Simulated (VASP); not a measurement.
# ZnS (Wurtzite-2H) (P6_3mc) in VASP: notebook

Aim: see how the results for ZnS (Wurtzite-2H) move with the level of theory and the settings. Levels: PBE, r2SCAN. Tasks: single point.

Everything below comes from runs of VASP 6.6.1. Logs are shortened: lines on timing, memory, paths and dates and some standing lists are left out, and cuts for length are marked.

### 1 The cell of the first run

Symmetry: P6_3mc, No. 186, hexagonal system. The conventional cell has a = 3.921 Å, b = 3.921 Å, c = 6.428 Å, α = 90.00°, β = 90.00°, γ = 120.00°. Zn (site symmetry 3m) has 4 S at 2.40 to 2.41 Å within 3.2 Å. Within 3.2 Å of S (site symmetry 3m) lie 4 Zn at 2.40 to 2.41 Å.

### 2 Single point, PBE (volume changed by +6%)

Contents of INCAR:

```
PREC = Accurate
ENCUT = 500
EDIFF = 1E-6
ISMEAR = 0
SIGMA = 0.01
LREAL = False
LASPH = True
NELM = 120
ALGO = Normal
ISIF = 2
LWAVE = False
LCHARG = False
GGA = PE
NBANDS = 26
GGA_COMPAT = False
```

Contents of KPOINTS:

```
Automatic mesh
0
Gamma
  6 6 4
```

Contents of POSCAR:

```
ZnS
1.0
    3.9212083339      0.0000000000      0.0000000000
   -1.9606041670      3.3958660307      0.0000000000
    0.0000000000      0.0000000000      6.4276614655
Zn S
2 2
Direct
    0.3333333333      0.6666666667      0.0052011311
    0.6666666667      0.3333333333      0.5052011311
    0.3333333333      0.6666666667      0.3797988689
    0.6666666667      0.3333333333      0.8797988689
```

Potentials or basis: VASP PAW PBE potentials, release 64 (Zn, S).

The run is started by

```sh
> cat potpaw_PBE.64/Zn/POTCAR potpaw_PBE.64/S/POTCAR > POTCAR
> mpirun -np 1 vasp_std > vasp.out
```

OUTCAR:

```text
PREC = Accurate
   ENCUT = 500
   EDIFF = 1E-6
   ISMEAR = 0
   LREAL = False
   LASPH = True
   NELM = 120
   ISIF = 2
   GGA = PE

 ion  position               nearest neighbor table
   1  0.333  0.667  0.005-   4 2.40   4 2.40   4 2.40   3 2.41
   2  0.667  0.333  0.505-   3 2.40   3 2.40   3 2.40   4 2.41
   3  0.333  0.667  0.380-   2 2.40   2 2.40   2 2.40   1 2.41
   4  0.667  0.333  0.880-   1 2.40   1 2.40   1 2.40   2 2.41

  LATTYP: Found a hexagonal cell.
 ALAT       =     3.9212083339
 C/A-ratio  =     1.6392042754

  Lattice vectors:

 A1 = (   3.9212083339,   0.0000000000,   0.0000000000)
 A2 = (  -1.9606041670,   3.3958660307,   0.0000000000)
 A3 = (   0.0000000000,   0.0000000000,   6.4276614655)

Analysis of symmetry for initial positions (statically):
=====================================================================
 Subroutine PRICEL returns:
 Original cell was already a primitive cell.

 Routine SETGRP: Setting up the symmetry group for a
 hexagonal supercell.

 Subroutine GETGRP returns: Found 12 space group operations
 (whereof  6 operations were pure point group operations)
 out of a pool of 24 trial point group operations.

The static configuration has the point symmetry C_3v.
 The point group associated with its full space group is C_6v.

Analysis of symmetry for dynamics (positions and initial velocities):
=====================================================================
 Subroutine PRICEL returns:
 Original cell was already a primitive cell.

 Routine SETGRP: Setting up the symmetry group for a
 hexagonal supercell.

 Subroutine GETGRP returns: Found 12 space group operations
 (whereof  6 operations were pure point group operations)
 out of a pool of 24 trial point group operations.

The dynamic configuration has the point symmetry C_3v.
 The point group associated with its full space group is C_6v.

 Subroutine INISYM returns: Found 12 space group operations
 (whereof  6 operations are pure point group operations),
 and found     1 'primitive' translations

----------------------------------------------------------------------------------------

                                     Primitive cell

  volume of cell :      85.5901

  direct lattice vectors                    reciprocal lattice vectors
     3.921208334  0.000000000  0.000000000     0.255023430  0.147237846  0.000000000
    -1.960604167  3.395866031  0.000000000     0.000000000  0.294475692  0.000000000
     0.000000000  0.000000000  6.427661465     0.000000000  0.000000000  0.155577578

  length of vectors
     3.921208334  3.921208334  6.427661465     0.294475692  0.294475692  0.155577578

  position of ions in fractional coordinates (direct lattice)
     0.333333333  0.666666667  0.005201131
     0.666666667  0.333333333  0.505201131
     0.333333333  0.666666667  0.379798869
     0.666666667  0.333333333  0.879798869

  ion indices of the primitive-cell ions
   primitive index   ion index
                 1           1
                 2           2
                 3           3
                 4           4

----------------------------------------------------------------------------------------

 KPOINTS: Automatic mesh

Automatic generation of k-mesh.
 Grid dimensions read from file:
 generate k-points for:    6    6    4

 Generating k-lattice:

  Cartesian coordinates                     Fractional coordinates (reciprocal lattice)
     0.042503905  0.024539641  0.000000000     0.166666667  0.000000000  0.000000000
     0.000000000  0.049079282  0.000000000     0.000000000  0.166666667  0.000000000
     0.000000000  0.000000000  0.038894394     0.000000000  0.000000000  0.250000000

  Length of vectors
     0.049079282  0.049079282  0.038894394

  Shift w.r.t. Gamma in fractional coordinates (k-lattice)
     0.000000000  0.000000000  0.000000000

 Subroutine IBZKPT returns following result:
 ===========================================

 Found     21 irreducible k-points:

 Following reciprocal coordinates:
            Coordinates               Weight
  0.000000  0.000000  0.000000      1.000000
  0.166667  0.000000  0.000000      6.000000
  0.333333  0.000000  0.000000      6.000000
  0.500000  0.000000  0.000000      3.000000
  0.166667  0.166667  0.000000      6.000000
  0.333333  0.166667  0.000000     12.000000
[... 13 lines left out ...]
  0.333333  0.166667  0.500000     12.000000
  0.333333  0.333333  0.500000      2.000000
   k-points           NKPTS =     21   k-points in BZ     NKDIM =     21   number of bands    NBANDS=     26
   number of dos      NEDOS =    301   number of ions     NIONS =      4
   total plane-waves  NPLWV =  43200
   dimension x,y,z NGX =    30 NGY =   30 NGZ =   48
   dimension x,y,z NGXF=    60 NGYF=   60 NGZF=   96
   ions per type =               2   2
   NGX,Y,Z   is equivalent  to a cutoff of  12.72, 12.72, 12.41 a.u.
   NGXF,Y,Z  is equivalent  to a cutoff of  25.44, 25.44, 24.83 a.u.
 SYSTEM =  unknown system
   PREC   = accura    normal or accurate (medium, high low for compatibility)
   ISTART =      0    job   : 0-new  1-cont  2-samecut
   ICHARG =      2    charge: 1-file 2-atom 10-const
   ISPIN  =      1    spin polarized calculation?
   LNONCOLLINEAR =      F non collinear calculations
   LSORBIT =      F    spin-orbit coupling
   LASPH  =      T    aspherical Exc in radial PAW
   ENCUT  =  500.0 eV  36.75 Ry    6.06 a.u.   7.15  7.15 11.72*2*pi/ulx,y,z
   NELM   =    120;   NELMIN=  2; NELMDL= -5     # of ELM steps
   EDIFF  = 0.1E-05   stopping-criterion for ELM
   LREAL  =      F    real-space projection
   EDIFFG = 0.1E-04   stopping-criterion for IOM
   NSW    =      0    number of steps for IOM
   IBRION =     -1    ionic relax: 0-MD 1-quasi-New 2-CG
   NFREE  =      0    steps in history (QN), initial steepest desc. (CG)
   ISIF   =      2    stress and relaxation
   ISYM   =      2    0-nonsym 1-usesym 2-fastsym
   POTIM  = 0.5000    time-step for ionic-motion
   TEBEG  =    0.0;   TEEND  =   0.0 temperature during run
   PSTRESS=    0.0 pullay stress
   NELECT =      36.0000    total number of electrons
   NUPDOWN=      -1.0000    fix difference up-down
   EMIN   =  10.00;   EMAX   =-10.00  energy-range for DOS
   EFERMI =   0.00;   METHOD = LEGACY
   ISMEAR =     0;   SIGMA  =   0.01  broadening in eV -4-tet -1-fermi 0-gaus
   EFERMI_NEDOS =   21; number of points for ismear=-14 and -15
   IALGO  =     38    algorithm
   IMIX   =      4    mixing-type and parameters
     AMIX     =   0.40;   BMIX     =  1.00
     AMIX_MAG =   1.60;   BMIX_MAG =  1.00
  volume/ion in A,a.u.               =      21.40       144.40
  Fermi-wavevector in a.u.,A,eV,Ry     =   1.226595  2.317928 20.470444  1.504535
  Thomas-Fermi vector in A             =   2.361590
   LORBIT       =      0    0 simple, 1 ext, 2 COOP (PROOUT), +10 PAW based schemes
   GGA     = PE    functional components
   LHFCALC =     F    Hartree Fock is set to
   AEXX    =    0.0000 exact exchange contribution
   IVDW    =     0    specifies the selected vdW correction
   LEPSILON=     F    determine dielectric tensor
   LRPA    =     F    only Hartree local field effects (RPA)
 non-spin polarized calculation
 Gauss-broadening in eV      SIGMA  =   0.01
  energy-cutoff  :      500.00
  volume of cell :       85.59
 maximum number of plane-waves:      2208
 NGX is ok and might be reduce to    30
   NGX = 15   NGY = 15   NGZ = 23

 number of electron      35.9999951 magnetization

 Free energy of the ion-electron system (eV)
  ---------------------------------------------------
  ext. energy  EPLUGINS =         0.00000000
  ---------------------------------------------------
  free energy    TOTEN  =       -13.63868432 eV

  energy without entropy =      -13.63868432  energy(sigma->0) =      -13.63868432

 E-fermi :   1.5170     XC(G=0):  -9.2462

 val. band max:        1.4040635422   @ k =   0.0000   0.0000   0.0000
 cond. band min:       3.2289302026   @ k =   0.0000   0.0000   0.0000
 fundamental gap:      1.8248666603
 Fermi energy:         1.5170171623

 k-point     1 :       0.0000    0.0000    0.0000
  band No.  band energies     occupation
      1     -11.2267      2.00000
      2     -10.4374      2.00000
      3      -4.6554      2.00000
      4      -4.6454      2.00000
      5      -4.6454      2.00000
      6      -4.5763      2.00000
[... 18 lines left out ...]
     25       9.0390      0.00000
     26      10.2387      0.00000

 k-point     2 :       0.1667    0.0000    0.0000
  band No.  band energies     occupation
      1     -11.0700      2.00000
      2     -10.3542      2.00000
      3      -4.6474      2.00000
      4      -4.6236      2.00000
      5      -4.6169      2.00000
      6      -4.5519      2.00000
[... 18 lines left out ...]
     25       9.5620      0.00000
     26       9.7653      0.00000

 k-point     3 :       0.3333    0.0000    0.0000
  band No.  band energies     occupation
      1     -10.6986      2.00000
      2     -10.2068      2.00000
      3      -4.6226      2.00000
      4      -4.5722      2.00000
      5      -4.5590      2.00000
      6      -4.4447      2.00000
[... 18 lines left out ...]
     25       9.8993      0.00000
     26      10.7406      0.00000

 k-point     4 :       0.5000    0.0000    0.0000
  band No.  band energies     occupation
      1     -10.4469      2.00000
      2     -10.1759      2.00000
      3      -4.6149      2.00000
      4      -4.5579      2.00000
      5      -4.4309      2.00000
      6      -4.4303      2.00000
[... 18 lines left out ...]
     25      10.2328      0.00000
     26      12.4991      0.00000
[... 409 lines left out ...]
      1     -10.5304      2.00000
      2     -10.5304      2.00000
      3      -4.5974      2.00000
      4      -4.5974      2.00000
      5      -4.5383      2.00000
      6      -4.5383      2.00000
[... 18 lines left out ...]
     25       9.6632      0.00000
     26       9.6632      0.00000

 k-point    20 :       0.3333    0.1667    0.5000
  band No.  band energies     occupation
      1     -10.3079      2.00000
      2     -10.3079      2.00000
      3      -4.5727      2.00000
      4      -4.5727      2.00000
      5      -4.4862      2.00000
      6      -4.4862      2.00000
[... 18 lines left out ...]
     25      10.2728      0.00000
     26      10.2728      0.00000

 k-point    21 :       0.3333    0.3333    0.5000
  band No.  band energies     occupation
      1     -10.2320      2.00000
      2     -10.2320      2.00000
      3      -4.5242      2.00000
      4      -4.5242      2.00000
      5      -4.5021      2.00000
      6      -4.5021      2.00000
[... 18 lines left out ...]
     25      11.0942      0.00000
     26      11.1791      0.00000

------------------------ aborting loop because EDIFF is reached ----------------------------------------

  FORCE on cell =-STRESS in cart. coord.  units (eV):
  Direction    XX          YY          ZZ          XY          YZ          ZX
  --------------------------------------------------------------------------------------
  -------------------------------------------------------------------------------------
  Total       -1.8254229     -1.8254229     -1.8516051      0.0000000      0.0000000      0.0000000
  in kB      -34.1704440    -34.1704440    -34.6605538      0.0000000      0.0000000      0.0000000
  external PRESSURE =     -34.3338140 kB  Pullay stress =       0.0000000 kB

 VOLUME and BASIS-vectors are now :
 -----------------------------------------------------------------------------
  energy-cutoff  :      500.00
  volume of cell :       85.59
      direct lattice vectors                 reciprocal lattice vectors
     3.921208334  0.000000000  0.000000000     0.255023430  0.147237846  0.000000000
    -1.960604167  3.395866031  0.000000000     0.000000000  0.294475692  0.000000000
     0.000000000  0.000000000  6.427661465     0.000000000  0.000000000  0.155577578

 POSITION                                       TOTAL-FORCE (eV/Angst)
 -----------------------------------------------------------------------------------
     -0.00000      2.26391      0.03343        -0.000000     -0.000000     -0.008387
      1.96060      1.13196      3.24726         0.000000      0.000000     -0.008387
     -0.00000      2.26391      2.44122         0.000000      0.000000      0.008387
      1.96060      1.13196      5.65505        -0.000000      0.000000      0.008387
 -----------------------------------------------------------------------------------
    total drift:                               -0.000001     -0.000001      0.000943

  FREE ENERGIE OF THE ION-ELECTRON SYSTEM (eV)
  ---------------------------------------------------
  free  energy   TOTEN  =       -13.6386843240 eV

  energy  without entropy=      -13.6386843240  energy(sigma->0) =      -13.63868432
```

It took 33 s on 1 thread of Intel Xeon Platinum 8488C (Sapphire Rapids), shared host; peak memory 0.21 GiB.

Results:

| Quantity | Value |
| --- | --- |
| Free energy | -13.6387 eV |
| Pressure | -3.4 GPa |
| Largest force | 0.008 eV/Å |
| Band gap on the k mesh | 1.82 eV, direct |

Forces on the atoms (eV/Å):
```
Zn   0.000  0.000 -0.008
Zn   0.000  0.000 -0.008
S    0.000  0.000  0.008
S    0.000  0.000  0.008
```

### 3 Single point, r2SCAN (volume changed by -6%)

Contents of POSCAR:

```
ZnS
1.0
    3.7277444331      0.0000000000      0.0000000000
   -1.8638722165      3.2283213778      0.0000000000
    0.0000000000      0.0000000000      6.1165528132
Zn S
2 2
Direct
    0.3333333333      0.6666666667      0.0053397641
    0.6666666667      0.3333333333      0.5053397641
    0.3333333333      0.6666666667      0.3796602359
    0.6666666667      0.3333333333      0.8796602359
```

Contents of INCAR.step1:

```
PREC     = Accurate       # precision mode
ENCUT    = 550            # plane-wave cutoff, eV
ISMEAR   = 0              # smearing method
SIGMA    = 0.01           # smearing width, eV
LREAL    = False          # projectors in reciprocal space
LASPH    = True           # aspherical terms in the spheres
NELM     = 120            # most SCF steps
NBANDS   = 26             # bands
GGA      = PE             # functional
ALGO     = Normal         # electronic algorithm
EDIFF    = 1E-5           # SCF threshold, eV
LWAVE    = True           # write WAVECAR
LCHARG   = False          # write CHGCAR
GGA_COMPAT= False
```

Contents of INCAR.step2:

```
PREC     = Accurate       # precision mode
ENCUT    = 550            # plane-wave cutoff, eV
EDIFF    = 1E-6           # SCF threshold, eV
ISMEAR   = 0              # smearing method
SIGMA    = 0.01           # smearing width, eV
LREAL    = False          # projectors in reciprocal space
LASPH    = True           # aspherical terms in the spheres
NELM     = 120            # most SCF steps
ALGO     = Normal         # electronic algorithm
ISIF     = 2              # what is computed and relaxed
LWAVE    = False          # write WAVECAR
LCHARG   = False          # write CHGCAR
METAGGA  = R2SCAN         # meta-GGA
LMIXTAU  = True         
NBANDS   = 26             # bands
ISTART   = 1            
GGA_COMPAT= False
```

KPOINTS is that of step 2.

Potentials or basis: VASP PAW PBE potentials, release 64 (Zn, S).

The run is started by

```sh
> cat potpaw_PBE.64/Zn/POTCAR potpaw_PBE.64/S/POTCAR > POTCAR
> cp INCAR.step1 INCAR
> mpirun -np 1 vasp_std > vasp.out
> cp INCAR.step2 INCAR
> mpirun -np 1 vasp_std > vasp.out
```

OUTCAR:

```text
PREC = Accurate
   ENCUT = 550
   EDIFF = 1E-6
   ISMEAR = 0
   LREAL = False
   LASPH = True
   NELM = 120
   ISIF = 2
   METAGGA = R2SCAN
   ISTART = 1

 ion  position               nearest neighbor table
   1  0.333  0.667  0.005-   4 2.29   4 2.29   4 2.29   3 2.29
   2  0.667  0.333  0.505-   3 2.29   3 2.29   3 2.29   4 2.29
   3  0.333  0.667  0.380-   2 2.29   2 2.29   2 2.29   1 2.29
   4  0.667  0.333  0.880-   1 2.29   1 2.29   1 2.29   2 2.29

  LATTYP: Found a hexagonal cell.
 ALAT       =     3.7277444331
 C/A-ratio  =     1.6408187103

  Lattice vectors:

 A1 = (   3.7277444331,   0.0000000000,   0.0000000000)
 A2 = (  -1.8638722165,   3.2283213778,   0.0000000000)
 A3 = (   0.0000000000,   0.0000000000,   6.1165528132)

Analysis of symmetry for initial positions (statically):
=====================================================================
 Subroutine PRICEL returns:
 Original cell was already a primitive cell.

 Routine SETGRP: Setting up the symmetry group for a
 hexagonal supercell.

[... 166 lines left out ...]

  energy without entropy =      -37.64182034  energy(sigma->0) =      -37.64182034

 E-fermi :   2.6540     XC(G=0): -10.6342

 val. band max:        2.5342675389   @ k =   0.0000   0.0000   0.0000
 cond. band min:       5.6289626159   @ k =   0.0000   0.0000   0.0000
 fundamental gap:      3.0946950769
 Fermi energy:         2.6540195678

 k-point     1 :       0.0000    0.0000    0.0000
  band No.  band energies     occupation
      1     -11.6973      2.00000
      2     -10.6138      2.00000
      3      -4.2801      2.00000
      4      -4.2629      2.00000
      5      -4.2629      2.00000
      6      -4.1610      2.00000
[... 598 lines left out ...]
     25      12.8149      0.00000
     26      12.8149      0.00000

------------------------ aborting loop because EDIFF is reached ----------------------------------------

  FORCE on cell =-STRESS in cart. coord.  units (eV):
  Direction    XX          YY          ZZ          XY          YZ          ZX
  --------------------------------------------------------------------------------------
  -------------------------------------------------------------------------------------
  Total        2.5896586      2.5896586      2.6226112      0.0000000      0.0000000      0.0000000
  in kB       56.3668124     56.3668124     57.0840628      0.0000000      0.0000000      0.0000000
  external PRESSURE =      56.6058958 kB  Pullay stress =       0.0000000 kB

 VOLUME and BASIS-vectors are now :
 -----------------------------------------------------------------------------
  energy-cutoff  :      550.00
  volume of cell :       73.61
      direct lattice vectors                 reciprocal lattice vectors
     3.727744433  0.000000000  0.000000000     0.268258733  0.154879252  0.000000000
    -1.863872216  3.228321378  0.000000000     0.000000000  0.309758504  0.000000000
     0.000000000  0.000000000  6.116552813     0.000000000  0.000000000  0.163490782

 POSITION                                       TOTAL-FORCE (eV/Angst)
 -----------------------------------------------------------------------------------
     -0.00000      2.15221      0.03266         0.000000      0.000000      0.008716
      1.86387      1.07611      3.09094         0.000000     -0.000000      0.008716
     -0.00000      2.15221      2.32221        -0.000000      0.000000     -0.008716
      1.86387      1.07611      5.38049         0.000000      0.000000     -0.008716
 -----------------------------------------------------------------------------------
    total drift:                               -0.000000     -0.000000     -0.053894

  FREE ENERGIE OF THE ION-ELECTRON SYSTEM (eV)
  ---------------------------------------------------
  free  energy   TOTEN  =       -37.6418203413 eV

  energy  without entropy=      -37.6418203413  energy(sigma->0) =      -37.64182034
```

Wall time 2 min (1 thread of Intel Xeon Platinum 8488C (Sapphire Rapids), shared host); peak memory 0.22 GiB.

What came out:

```yaml
Free_energy: -37.6418 eV
Pressure: 5.7 GPa
Largest_force: 0.009 eV/Å
Band_gap_on_the_k_mesh: 3.09 eV, direct
```

Forces on the atoms (eV/Å):
```
Zn   0.000  0.000  0.009
Zn   0.000  0.000  0.009
S    0.000  0.000 -0.009
S    0.000  0.000 -0.009
```

Levels at points of the mesh, in eV from the valence-band top:
| k point | band 14 | band 15 | band 16 | band 17 | band 18 | band 19 | band 20 | band 21 | band 22 | band 23 |
| --- | --- | --- | --- | --- | --- | --- | --- | --- | --- | --- |
| (0.00, 0.00, 0.00) | -1.02 | -1.02 | -0.09 | 0.00 | 0.00 | 3.09 | 3.73 | 6.74 | 6.74 | 7.02 |
| (0.50, 0.00, 0.00) | -4.45 | -3.67 | -2.55 | -1.92 | -1.01 | 3.97 | 4.93 | 5.39 | 7.32 | 8.27 |
| (0.00, 0.00, 0.50) | -3.05 | -0.53 | -0.53 | -0.53 | -0.53 | 4.29 | 4.29 | 7.21 | 7.21 | 7.21 |
| (0.50, 0.00, 0.50) | -5.27 | -1.84 | -1.84 | -1.84 | -1.84 | 3.96 | 3.96 | 5.60 | 5.60 | 9.47 |

Caveat: the PAW data sets were made with another functional, which shifts forces and pressure a little.
